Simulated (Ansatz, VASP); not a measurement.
## Fe: VASP beside Ansatz

Contents of POSCAR:

```
Fe
1.0
   -1.4430000000      1.4430000000      1.4430000000
    1.4430000000     -1.4430000000      1.4430000000
    1.4430000000      1.4430000000     -1.4430000000
Fe
1
Direct
    0.0000000000      0.0000000000      0.0000000000
```

Contents of INCAR.step1:

```
SYSTEM = Fe
ALGO = Normal
EDIFF = 1E-4
ENCUT = 520
GGA = PE
ISMEAR = 0
ISPIN = 2
LASPH = .TRUE.
LCHARG = .FALSE.
LMAXMIX = 4
LREAL = .FALSE.
LWAVE = .TRUE.
MAGMOM = 0.4
NBANDS = 14
NELM = 150
PREC = Accurate
SIGMA = 0.05
```

INCAR.step2

```
SYSTEM = Fe
ALGO = Normal
EDIFF = 1E-6
ENCUT = 520
ISIF = 2
ISMEAR = 0
ISPIN = 2
ISTART = 1
LASPH = .TRUE.
LCHARG = .FALSE.
LMAXMIX = 4
LMIXTAU = .TRUE.
LORBIT = 11
LREAL = .FALSE.
LWAVE = .FALSE.
MAGMOM = 0.4
METAGGA = R2SCAN
NBANDS = 14
NELM = 150
PREC = Accurate
SIGMA = 0.05
```

KPOINTS

```
k-points
0
G
  12 12 12
  0 0 0
```

Input for Ansatz:

```yaml
crystal:
  lattice:
    - [-1.443, 1.443, 1.443]
    - [1.443, -1.443, 1.443]
    - [1.443, 1.443, -1.443]
  atoms:
    - { symbol: Fe, position: [0.0, 0.0, 0.0], spin: 0.4 }
magnetization:
  spin_polarized: true
hamiltonian:
  xc: r2scan
  pseudopotentials: { kind: paw }
basis:
  ecutwfc: 500
kpoints:
  mp_grid: { grid: [12, 12, 12] }
scf:
  occupations: { method: gaussian, width: 0.05 }
  lower_state_search: "off"
output:
  forces: true
  stress: true
```

Change from the starting cell: parallel moments scaled by 0.1, free total moment.

Alike in both runs: task single point; functional r2SCAN; k mesh 12 × 12 × 12; occupations gaussian, width 0.05 eV; collinear spin.

|  | VASP | Ansatz |
| --- | --- | --- |
| version | VASP 6.6.1 | Ansatz 0.2.0 |
| potentials or method | VASP PAW PBE potentials, release 64 (Fe), cutoff 520 eV | PAW, plane waves, scalar-relativistic |
| valence electrons in the cell | 8 | 16 |

|  | VASP | Ansatz | Ansatz less VASP |
| --- | --- | --- | --- |
| pressure (GPa) | -2.5 | -2.2 | +0.30 |
| net moment per atom (μB) | 2.71 | 2.71 | 0.000 |
| size of the moment on the site where the two differ most (μB) | 2.79 | 2.87 | +0.084 |

VASP's potentials were made for PBE, not for r2SCAN. Site moments also hang on the region over which each program counts them. The functional is the same, so the differences come from potentials, cutoffs and numerics. VASP's potentials hold 8 valence electrons a cell and Ansatz's 16, so a difference there can come from the potentials and not from the codes. Ansatz's warnings: stability check not made.
